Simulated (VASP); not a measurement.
# InP (F-43m) in VASP: notebook

The runs below take InP through single point, with PBE, r2SCAN.

Everything below comes from runs of VASP 6.6.1. Logs are shortened: lines on timing, memory, paths and dates and some standing lists are left out, and cuts for length are marked.

## Step 1: The cell of the first run

It takes space group F-43m (No. 216, cubic). Conventional cell: a = 5.908 Å, b = 5.908 Å, c = 5.908 Å, α = 90.00°, β = 90.00°, γ = 90.00°. In (site symmetry -43m) has 4 P at 2.56 Å within 3.4 Å. Within 3.4 Å of P (site symmetry -43m) lie 4 In at 2.56 Å.

## Step 2: Single point, PBE

File INCAR:

```
PREC     = Accurate       # precision mode
ENCUT    = 520            # plane-wave cutoff, eV
EDIFF    = 1E-6           # SCF threshold, eV
ISMEAR   = 0              # smearing method
SIGMA    = 0.01           # smearing width, eV
LREAL    = False          # projectors in reciprocal space
LASPH    = True           # aspherical terms in the spheres
NELM     = 80             # most SCF steps
ALGO     = Normal         # electronic algorithm
ISIF     = 2              # what is computed and relaxed
LWAVE    = False          # write WAVECAR
LCHARG   = True           # write CHGCAR
GGA      = PE             # functional
LELF     = True           # ELF
LVHAR    = True         
NBANDS   = 16             # bands
```

File KPOINTS:

```
Automatic mesh
0
Gamma
  8 8 8
```

File POSCAR:

```
InP
1.0
    0.0000000000      2.9537876420      2.9537876420
    2.9537876420      0.0000000000      2.9537876420
    2.9537876420      2.9537876420      0.0000000000
In P
1 1
Direct
    0.0000000000      0.0000000000      0.0000000000
    0.2500000000      0.2500000000      0.2500000000
```

Potentials or basis: VASP PAW PBE potentials, release 64 (In_d, P).

Started as:

```console
cat potpaw_PBE.64/In_d/POTCAR potpaw_PBE.64/P/POTCAR > POTCAR
mpirun -np 1 vasp_std > vasp.out
```

OUTCAR:

```text
PREC = Accurate
   ENCUT = 520
   EDIFF = 1E-6
   ISMEAR = 0
   LREAL = False
   LASPH = True
   NELM = 80
   ISIF = 2
   GGA = PE

 ion  position               nearest neighbor table
   1  0.000  0.000  0.000-   2 2.56   2 2.56   2 2.56   2 2.56
   2  0.250  0.250  0.250-   1 2.56   1 2.56   1 2.56   1 2.56

  LATTYP: Found a face centered cubic cell.
 ALAT       =     5.9075752840

  Lattice vectors:

 A1 = (   0.0000000000,   2.9537876420,   2.9537876420)
 A2 = (   2.9537876420,   0.0000000000,   2.9537876420)
 A3 = (   2.9537876420,   2.9537876420,   0.0000000000)

Analysis of symmetry for initial positions (statically):
=====================================================================
 Subroutine PRICEL returns:
 Original cell was already a primitive cell.

 Routine SETGRP: Setting up the symmetry group for a
 face centered cubic supercell.

 Subroutine GETGRP returns: Found 24 space group operations
 (whereof 24 operations were pure point group operations)
 out of a pool of 48 trial point group operations.

The static configuration has the point symmetry T_d .

Analysis of symmetry for dynamics (positions and initial velocities):
=====================================================================
 Subroutine PRICEL returns:
 Original cell was already a primitive cell.

 Routine SETGRP: Setting up the symmetry group for a
 face centered cubic supercell.

 Subroutine GETGRP returns: Found 24 space group operations
 (whereof 24 operations were pure point group operations)
 out of a pool of 48 trial point group operations.

The dynamic configuration has the point symmetry T_d .

 Subroutine INISYM returns: Found 24 space group operations
 (whereof 24 operations are pure point group operations),
 and found     1 'primitive' translations

----------------------------------------------------------------------------------------

                                     Primitive cell

  volume of cell :      51.5428

  direct lattice vectors                    reciprocal lattice vectors
     0.000000000  2.953787642  2.953787642    -0.169274186  0.169274186  0.169274186
     2.953787642  0.000000000  2.953787642     0.169274186 -0.169274186  0.169274186
     2.953787642  2.953787642  0.000000000     0.169274186  0.169274186 -0.169274186

  length of vectors
     4.177286544  4.177286544  4.177286544     0.293191491  0.293191491  0.293191491

  position of ions in fractional coordinates (direct lattice)
     0.000000000  0.000000000  0.000000000
     0.250000000  0.250000000  0.250000000

  ion indices of the primitive-cell ions
   primitive index   ion index
                 1           1
                 2           2

----------------------------------------------------------------------------------------

 KPOINTS: Automatic mesh

Automatic generation of k-mesh.
 Grid dimensions read from file:
 generate k-points for:    8    8    8

 Generating k-lattice:

  Cartesian coordinates                     Fractional coordinates (reciprocal lattice)
    -0.021159273  0.021159273  0.021159273     0.125000000  0.000000000  0.000000000
     0.021159273 -0.021159273  0.021159273     0.000000000  0.125000000  0.000000000
     0.021159273  0.021159273 -0.021159273     0.000000000  0.000000000  0.125000000

  Length of vectors
     0.036648936  0.036648936  0.036648936

  Shift w.r.t. Gamma in fractional coordinates (k-lattice)
     0.000000000  0.000000000  0.000000000

 Subroutine IBZKPT returns following result:
 ===========================================

 Found     29 irreducible k-points:

 Following reciprocal coordinates:
            Coordinates               Weight
  0.000000  0.000000  0.000000      1.000000
  0.125000  0.000000  0.000000      8.000000
  0.250000  0.000000  0.000000      8.000000
  0.375000  0.000000  0.000000      8.000000
  0.500000  0.000000  0.000000      4.000000
  0.125000  0.125000  0.000000      6.000000
[... 16 lines left out ...]
  0.500000  0.250000  0.125000     48.000000
 -0.375000  0.250000  0.125000     24.000000
 [... further k-points ...]
   k-points           NKPTS =     29   k-points in BZ     NKDIM =     29   number of bands    NBANDS=     16
   number of dos      NEDOS =    301   number of ions     NIONS =      2
   total plane-waves  NPLWV =  32768
   dimension x,y,z NGX =    32 NGY =   32 NGZ =   32
   dimension x,y,z NGXF=    64 NGYF=   64 NGZF=   64
   ions per type =               1   1
   NGX,Y,Z   is equivalent  to a cutoff of  12.74, 12.74, 12.74 a.u.
   NGXF,Y,Z  is equivalent  to a cutoff of  25.47, 25.47, 25.47 a.u.
 SYSTEM =  unknown system
   PREC   = accura    normal or accurate (medium, high low for compatibility)
   ISTART =      0    job   : 0-new  1-cont  2-samecut
   ICHARG =      2    charge: 1-file 2-atom 10-const
   ISPIN  =      1    spin polarized calculation?
   LNONCOLLINEAR =      F non collinear calculations
   LSORBIT =      F    spin-orbit coupling
   LASPH  =      T    aspherical Exc in radial PAW
   ENCUT  =  520.0 eV  38.22 Ry    6.18 a.u.   7.77  7.77  7.77*2*pi/ulx,y,z
   NELM   =     80;   NELMIN=  2; NELMDL= -5     # of ELM steps
   EDIFF  = 0.1E-05   stopping-criterion for ELM
   LREAL  =      F    real-space projection
   EDIFFG = 0.1E-04   stopping-criterion for IOM
   NSW    =      0    number of steps for IOM
   IBRION =     -1    ionic relax: 0-MD 1-quasi-New 2-CG
   NFREE  =      0    steps in history (QN), initial steepest desc. (CG)
   ISIF   =      2    stress and relaxation
   ISYM   =      2    0-nonsym 1-usesym 2-fastsym
   POTIM  = 0.5000    time-step for ionic-motion
   TEBEG  =    0.0;   TEEND  =   0.0 temperature during run
   PSTRESS=    0.0 pullay stress
   NELECT =      18.0000    total number of electrons
   NUPDOWN=      -1.0000    fix difference up-down
   EMIN   =  10.00;   EMAX   =-10.00  energy-range for DOS
   EFERMI =   0.00;   METHOD = LEGACY
   ISMEAR =     0;   SIGMA  =   0.01  broadening in eV -4-tet -1-fermi 0-gaus
   EFERMI_NEDOS =   21; number of points for ismear=-14 and -15
   IALGO  =     38    algorithm
   IMIX   =      4    mixing-type and parameters
     AMIX     =   0.40;   BMIX     =  1.00
     AMIX_MAG =   1.60;   BMIX_MAG =  1.00
  volume/ion in A,a.u.               =      25.77       173.91
  Fermi-wavevector in a.u.,A,eV,Ry     =   1.152860  2.178589 18.083301  1.329085
  Thomas-Fermi vector in A             =   2.289508
   LORBIT       =      0    0 simple, 1 ext, 2 COOP (PROOUT), +10 PAW based schemes
   GGA     = PE    functional components
   LHFCALC =     F    Hartree Fock is set to
   AEXX    =    0.0000 exact exchange contribution
   IVDW    =     0    specifies the selected vdW correction
   LEPSILON=     F    determine dielectric tensor
   LRPA    =     F    only Hartree local field effects (RPA)
 non-spin polarized calculation
 Gauss-broadening in eV      SIGMA  =   0.01
  energy-cutoff  :      520.00
  volume of cell :       51.54
 maximum number of plane-waves:      1411
   NGX = 15   NGY = 15   NGZ = 15

 number of electron      18.0000009 magnetization

 Free energy of the ion-electron system (eV)
  ---------------------------------------------------
  ext. energy  EPLUGINS =         0.00000000
  ---------------------------------------------------
  free energy    TOTEN  =        -8.39939214 eV

  energy without entropy =       -8.39939214  energy(sigma->0) =       -8.39939214

 E-fermi :   4.9811     XC(G=0):  -9.1781

 val. band max:        4.9323495984   @ k =   0.0000   0.0000   0.0000
 cond. band min:       5.5146609673   @ k =   0.0000   0.0000   0.0000
 fundamental gap:      0.5823113689
 Fermi energy:         4.9811440693

 k-point     1 :       0.0000    0.0000    0.0000
  band No.  band energies     occupation
      1      -9.2083      2.00000
      2      -9.2083      2.00000
      3      -9.2083      2.00000
      4      -9.0679      2.00000
      5      -9.0679      2.00000
      6      -6.4248      2.00000
[... 8 lines left out ...]
     15      14.3439      0.00000
     16      14.3439      0.00000

 k-point     2 :       0.1250    0.0000    0.0000
  band No.  band energies     occupation
      1      -9.2254      2.00000
      2      -9.2014      2.00000
      3      -9.2014      2.00000
      4      -9.0677      2.00000
      5      -9.0677      2.00000
      6      -6.2531      2.00000
[... 8 lines left out ...]
     15      13.7207      0.00000
     16      14.1782      0.00000

 k-point     3 :       0.2500    0.0000    0.0000
  band No.  band energies     occupation
      1      -9.2646      2.00000
      2      -9.1868      2.00000
      3      -9.1868      2.00000
      4      -9.0653      2.00000
      5      -9.0653      2.00000
      6      -5.7740      2.00000
[... 8 lines left out ...]
     15      13.4996      0.00000
     16      14.0224      0.00000

 k-point     4 :       0.3750    0.0000    0.0000
  band No.  band energies     occupation
      1      -9.3017      2.00000
      2      -9.1757      2.00000
      3      -9.1757      2.00000
      4      -9.0591      2.00000
      5      -9.0591      2.00000
      6      -5.1368      2.00000
[... 8 lines left out ...]
     15      14.4071      0.00000
     16      14.4071      0.00000

 k-point     5 :       0.5000    0.0000    0.0000
  band No.  band energies     occupation
      1      -9.3165      2.00000
      2      -9.1724      2.00000
      3      -9.1724      2.00000
      4      -9.0553      2.00000
      5      -9.0553      2.00000
      6      -4.7779      2.00000
[... 8 lines left out ...]
     15      15.5184      0.00000
     16      15.5184      0.00000

 k-point     6 :       0.1250    0.1250    0.0000
  band No.  band energies     occupation
      1      -9.2381      2.00000
      2      -9.1947      2.00000
      3      -9.1947      2.00000
      4      -9.0733      2.00000
      5      -9.0631      2.00000
      6      -6.1964      2.00000
[... 8 lines left out ...]
     15      14.4864      0.00000
     16      14.5776      0.00000
[... 267 lines left out ...]
 k-point    21 :       0.5000    0.5000    0.0000
  band No.  band energies     occupation
      1      -9.3791      2.00000
      2      -9.1141      2.00000
      3      -9.1120      2.00000
      4      -9.1120      2.00000
      5      -9.0355      2.00000
      6      -4.1509      2.00000
[... 8 lines left out ...]
     15      15.6819      0.00000
     16      16.6728      0.00000

 k-point    22 :       0.3750    0.2500    0.1250
  band No.  band energies     occupation
      1      -9.2999      2.00000
      2      -9.1690      2.00000
      3      -9.1631      2.00000
      4      -9.0816      2.00000
      5      -9.0538      2.00000
      6      -5.3760      2.00000
[... 8 lines left out ...]
     15      15.0578      0.00000
     16      16.4652      0.00000

 k-point    23 :       0.5000    0.2500    0.1250
  band No.  band energies     occupation
      1      -9.3218      2.00000
      2      -9.1640      2.00000
      3      -9.1497      2.00000
      4      -9.0780      2.00000
      5      -9.0535      2.00000
      6      -4.7938      2.00000
[... 8 lines left out ...]
     15      15.6786      0.00000
     16      16.2678      0.00000

 k-point    24 :      -0.3750    0.2500    0.1250
  band No.  band energies     occupation
      1      -9.3299      2.00000
      2      -9.1634      2.00000
      3      -9.1451      2.00000
      4      -9.0725      2.00000
      5      -9.0558      2.00000
      6      -4.4737      2.00000
[... 8 lines left out ...]
     15      15.5769      0.00000
     16      16.1721      0.00000

 [... further k-points ...]

------------------------ aborting loop because EDIFF is reached ----------------------------------------

  FORCE on cell =-STRESS in cart. coord.  units (eV):
  Direction    XX          YY          ZZ          XY          YZ          ZX
  --------------------------------------------------------------------------------------
  -------------------------------------------------------------------------------------
  Total        0.5134471      0.5134471      0.5134471      0.0000000      0.0000000      0.0000000
  in kB       15.9602044     15.9602044     15.9602044      0.0000000      0.0000000      0.0000000
  external PRESSURE =      15.9602044 kB  Pullay stress =       0.0000000 kB

 VOLUME and BASIS-vectors are now :
 -----------------------------------------------------------------------------
  energy-cutoff  :      520.00
  volume of cell :       51.54
      direct lattice vectors                 reciprocal lattice vectors
     0.000000000  2.953787642  2.953787642    -0.169274186  0.169274186  0.169274186
     2.953787642  0.000000000  2.953787642     0.169274186 -0.169274186  0.169274186
     2.953787642  2.953787642  0.000000000     0.169274186  0.169274186 -0.169274186

 POSITION                                       TOTAL-FORCE (eV/Angst)
 -----------------------------------------------------------------------------------
      0.00000      0.00000      0.00000         0.000000     -0.000000     -0.000000
      1.47689      1.47689      1.47689        -0.000000      0.000000      0.000000
 -----------------------------------------------------------------------------------
    total drift:                               -0.000000     -0.000000     -0.000000

  FREE ENERGIE OF THE ION-ELECTRON SYSTEM (eV)
  ---------------------------------------------------
  free  energy   TOTEN  =        -8.3993921388 eV

  energy  without entropy=       -8.3993921388  energy(sigma->0) =       -8.39939214
```

Run time: 12 s. Hardware: 1 thread of AMD EPYC 9R45 (Zen 5), shared host; peak memory 0.15 GiB.

Results:

| Quantity | Value |
| --- | --- |
| Free energy | -8.3994 eV |
| Pressure | 1.6 GPa |
| Band gap on the k mesh | 0.58 eV, direct |

Caveat: spin-orbit coupling is left out, which moves the levels of the heavy elements. PBE gaps usually lie below the measured ones, often by a third to a half.

## Step 3: Single point, r2SCAN

POSCAR is that of step 2.

File INCAR.step1:

```
PREC = Accurate
ENCUT = 520
ISMEAR = 0
SIGMA = 0.01
LREAL = False
LASPH = True
NELM = 60
NBANDS = 16
GGA = PE
ALGO = Normal
EDIFF = 1E-4
LWAVE = True
LCHARG = False
```

File INCAR.step2:

```
PREC = Accurate
ENCUT = 520
EDIFF = 1E-6
ISMEAR = 0
SIGMA = 0.01
LREAL = False
LASPH = True
NELM = 60
ALGO = Normal
ISIF = 2
LWAVE = False
LCHARG = True
METAGGA = R2SCAN
LMIXTAU = True
LELF = True
LVHAR = True
NBANDS = 16
ISTART = 1
```

KPOINTS is that of step 2.

Potentials or basis: VASP PAW PBE potentials, release 64 (In_d, P).

Started as:

```console
cat potpaw_PBE.64/In_d/POTCAR potpaw_PBE.64/P/POTCAR > POTCAR
cp INCAR.step1 INCAR
mpirun -np 1 vasp_std > vasp.out
cp INCAR.step2 INCAR
mpirun -np 1 vasp_std > vasp.out
```

Run time: 48 s. Hardware: 1 thread of AMD EPYC 9R45 (Zen 5), shared host; peak memory 0.16 GiB.

The run converged. Its results:

- Free energy: -32.2973 eV
- Pressure: -0.1 GPa
- Band gap on the k mesh: 1.03 eV, direct

Levels at points of the mesh, in eV from the valence-band top:
| k point | band 6 | band 7 | band 8 | band 9 | band 10 | band 11 | band 12 | band 13 |
| --- | --- | --- | --- | --- | --- | --- | --- | --- |
| (0.00, 0.00, 0.00) | -11.84 | 0.00 | 0.00 | 0.00 | 1.03 | 4.44 | 4.44 | 4.44 |
| (0.50, 0.00, 0.00) | -10.11 | -5.75 | -0.97 | -0.97 | 1.80 | 5.16 | 5.16 | 7.50 |
| (0.50, 0.50, 0.00) | -9.46 | -5.77 | -2.33 | -2.33 | 2.04 | 2.55 | 9.73 | 10.15 |

Caveat: the PAW data sets were made with another functional, which shifts forces and pressure a little; spin-orbit coupling is left out, which moves the levels of the heavy elements. r2SCAN opens gaps a little over a GGA but as a rule still falls short of measured ones.
